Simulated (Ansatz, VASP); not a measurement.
## Two plane-wave programs on BN

```
B N
1.0
     0.00000    1.80750    1.80750
     1.80750    0.00000    1.80750
     1.80750    1.80750    0.00000
B N
1 1
Direct
  0.00000 0.00000 0.00000
  0.25000 0.25000 0.25000
```

Alike in both runs: task single point; functional r2SCAN; k mesh 10 × 10 × 10; no spin polarisation.

|  | VASP | Ansatz |
| --- | --- | --- |
| version | VASP 6.6.1 | Ansatz 0.2.0 |
| potentials or method | VASP PAW PBE potentials, release 64 (B, N), cutoff 520 eV | plane waves, PAW |
| occupations | gaussian, width 0.01 eV | fixed |
| valence electrons in the cell | 8 | 8 |

|  | VASP | Ansatz | Ansatz less VASP |
| --- | --- | --- | --- |
| pressure (GPa) | -0.6 | -1.7 | -1.14 |

VASP's potentials were made for PBE, not for r2SCAN.
